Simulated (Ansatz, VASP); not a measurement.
NaH: VASP beside Ansatz

The input INCAR:

```
SYSTEM = NaH
PREC = Accurate
ENCUT = 500
EDIFF = 1E-6
ISMEAR = 0
SIGMA = 0.02
LREAL = .False.
LASPH = .True.
NELM = 120
ALGO = Normal
ISIF = 2
LWAVE = .False.
LCHARG = .True.
GGA = PE
LELF = .True.
LVHAR = .True.
NBANDS = 11
GGA_COMPAT = .False.
```

KPOINTS

```
Automatic mesh
0
Gamma
  8 8 8
  0 0 0
```

The input POSCAR:

```
NaH
1.0
    0.0000000000      2.3403595665      2.3403595665
    2.3403595665      0.0000000000      2.3403595665
    2.3403595665      2.3403595665      0.0000000000
Na H
1 1
Direct
    0.0000000000      0.0000000000      0.0000000000
    0.5000000000      0.5000000000      0.5000000000
```

Input for Ansatz:

```yaml
crystal:
  lattice:
    - [0.0, 2.3403595665, 2.3403595665]
    - [2.3403595665, 0.0, 2.3403595665]
    - [2.3403595665, 2.3403595665, 0.0]
  atoms:
    - { symbol: Na, position: [0.0, 0.0, 0.0] }
    - { symbol: H, position: [0.5, 0.5, 0.5] }
basis:
  ecutwfc: 420
kpoints:
  mp_grid: { grid: [8, 8, 8] }
hamiltonian:
  xc: pbe
scf:
  occupations: { method: gaussian, width: 0.02 }
output:
  forces: true
  stress: true
  eigenvalues: true
```

Alike in both runs: task single point; functional PBE; k mesh 8 × 8 × 8; occupations gaussian, width 0.02 eV; no spin polarisation.

|  | VASP | Ansatz |
| --- | --- | --- |
| version | VASP 6.6.1 | Ansatz 0.2.0 |
| potentials or method | VASP PAW PBE potentials, release 64 (Na_pv, H), cutoff 500 eV | scalar-relativistic, plane waves, PAW |
| valence electrons in the cell | 8 | 10 |

|  | VASP | Ansatz | Ansatz less VASP |
| --- | --- | --- | --- |
| gap on the k mesh at the Fermi level (eV) | 3.92 | 3.93 | +0.003 |
| least direct gap on the mesh (eV) | 4.82 | 4.83 | +0.006 |
| pressure (GPa) | 2.6 | 2.6 | +0.06 |

VASP's potentials hold 8 valence electrons a cell and Ansatz's 10, so a difference there can come from the potentials and not from the codes.
